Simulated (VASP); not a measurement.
CdTe: single point with PBE

CdTe:

```xyz
2
Lattice="0.0000 3.3011 3.2531 3.3011 0.0000 3.2531 3.3011 3.3011 0.0000" Properties=species:S:1:pos:R:3 pbc="T T T"
Cd    0.0000    0.0000    0.0000
Te    4.9517    4.9517    4.8796
```

This cell differs from its parent crystal: strain +0.030 along x and y, +0.015 along z.

- Program: VASP 6.6.1
- Task: single point
- Functional: PBE
- Potentials or basis: VASP PAW PBE potentials, release 64 (Cd, Te)
- Cutoff: 520 eV
- k mesh: 8 × 8 × 8
- Occupations: gaussian, width 0.05 eV
- Spin: no spin polarisation
- Dipole correction: no
- Further INCAR settings: ALGO = Normal; EDIFF = 1e-07; NBANDS = 16

- Pressure: 0.9 GPa
- Band gap on the k mesh: 0.62 eV

Stress tensor (GPa, compression positive):
```
0.85 0.00 0.00
0.00 0.85 0.00
0.00 0.00 1.07
```

Levels at points of the mesh, in eV from the valence-band top:
```csv
k point,band 5,band 6,band 7,band 8,band 9,band 10,band 11,band 12,band 13,band 14
"(0.00, 0.00, 0.00)",-7.95,-7.95,-0.05,-0.05,0.00,0.62,4.60,4.60,4.60,7.38
"(0.50, 0.00, 0.00)",-7.94,-7.63,-4.23,-0.78,-0.71,1.75,5.13,5.22,7.01,8.48
"(0.50, 0.50, 0.00)",-7.92,-7.49,-4.10,-1.80,-1.80,2.57,2.63,8.66,8.89,8.89
"(0.50, 0.00, 0.50)",-7.93,-7.51,-4.16,-1.75,-1.73,2.68,2.68,8.56,8.84,8.94
```

Wall time 97 s on 1 thread of Intel Xeon 8259CL (shared host), peak memory 0.25 GiB.

Caveat: the cell differs from its parent crystal (strain +0.030 along x and y, +0.015 along z); semilocal functionals underestimate gaps, and a narrow one can read as zero; spin-orbit coupling is left out, which moves the levels of the heavy elements.
